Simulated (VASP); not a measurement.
# CdSb3O: single point with PBE

CdSb3O:

```xyz
5
Lattice="3.2645 0.0000 0.0000 0.0000 3.2645 0.0000 0.0000 0.0000 12.1835" Properties=species:S:1:pos:R:3 pbc="T T T"
Cd    1.6322    1.6322    0.0000
Sb    0.0000    0.0000    6.0917
Sb    1.6322    1.6322    2.8139
Sb    1.6322    1.6322    9.3696
O     1.6322    1.6322    6.0917
```

The cell was generated, and may not be a known phase.

| Item | Value |
| --- | --- |
| Program | VASP 6.6.1 |
| Task | single point |
| Functional | PBE |
| Potentials or basis | VASP PAW PBE potentials, release 64 (Cd_sv_GW, Sb_d_GW, O) |
| Cutoff | 700 eV |
| k mesh | 12 × 12 × 4 |
| Occupations | gaussian, width 0.1 eV |
| Spin | no spin polarisation |

The pressure is 0.0 GPa and the largest force is 0.005 eV/Å. The band gap on the k mesh is zero (an odd number of electrons rules out a gap without spin polarisation).

Forces in eV/Å, atoms in the order of the input:
```
Cd   0.000  0.000  0.000
Sb   0.000  0.000  0.000
Sb   0.000  0.000  0.005
Sb   0.000  0.000 -0.005
O    0.000  0.000  0.000
```

Levels at points of the mesh, in eV from the Fermi level:
| k point | band 34 | band 35 | band 36 | band 37 | band 38 | band 39 |
| --- | --- | --- | --- | --- | --- | --- |
| (0.00, 0.00, 0.00) | 0.26 | 1.03 | 3.29 | 3.29 | 3.46 | 3.46 |
| (0.50, 0.00, 0.00) | -0.85 | -0.81 | -0.76 | -0.54 | -0.08 | 2.72 |
| (0.50, 0.50, 0.00) | -2.30 | -2.30 | -0.35 | 0.41 | 0.73 | 2.06 |
| (0.00, 0.00, 0.50) | -0.10 | 2.24 | 3.29 | 3.29 | 3.46 | 3.46 |
| (0.50, 0.00, 0.50) | -1.75 | -1.24 | -0.68 | 0.03 | 0.34 | 2.61 |
| (0.50, 0.50, 0.50) | -2.25 | -2.25 | -0.12 | 0.40 | 0.41 | 2.03 |

Run time: 23 min on 1 thread of Intel(R) Xeon(R) Platinum 8488C (Sapphire Rapids), on a shared host, peak memory 0.87 GiB.

Caveat: spin-orbit coupling is left out, which moves the levels of the heavy elements; an odd number of electrons without spin polarisation forces a metal; a magnetic or distorted state may lie lower.
